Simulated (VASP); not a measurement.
Cu, 2 atoms in the cell. It takes space group Fd-3m (No. 227, cubic). Conventional cell: a = 5.034 Å, b = 5.034 Å, c = 5.034 Å, α = 90.00°, β = 90.00°, γ = 90.00°. Cu (site symmetry -43m) has 4 Cu at 2.18 Å within 2.9 Å. 

| Quantity | Value |
| --- | --- |
| Program | VASP 6.6.1 |
| Task | relaxation of cell and atoms |
| Functional | BLYP |
| Potentials or basis | VASP PAW PBE potentials, release 64 (Cu) |
| Cutoff | 600 eV |
| k mesh | 11 × 11 × 11 |
| Occupations | fermi-dirac, width 0.1 eV |
| Spin | no spin polarisation |
| Dipole correction | no |
| Further INCAR settings | ALGO = Normal; EDIFF = 1e-06; IBRION = 2; EDIFFG = -0.01; NSW = 80; ISIF = 3 |

Potentials or basis: VASP PAW PBE potentials, release 64 (Cu).

Run with:

```console
$ cat potpaw_PBE.64/Cu/POTCAR > POTCAR
$ mpirun -np 1 vasp_std > vasp.out
```

Hardware: 1 thread of Intel(R) Xeon(R) Platinum 8259CL CPU @ 2.50GHz (Skylake/Cascade Lake), with other jobs on the host.

Task: How long does it take, and how much memory?

Result: Wall time 110 s on 1 thread of Intel(R) Xeon(R) Platinum 8259CL CPU @ 2.50GHz (Skylake/Cascade Lake), on a shared host, peak memory 0.17 GiB. Counts: scf iterations 39, k points 56, ion steps 4.
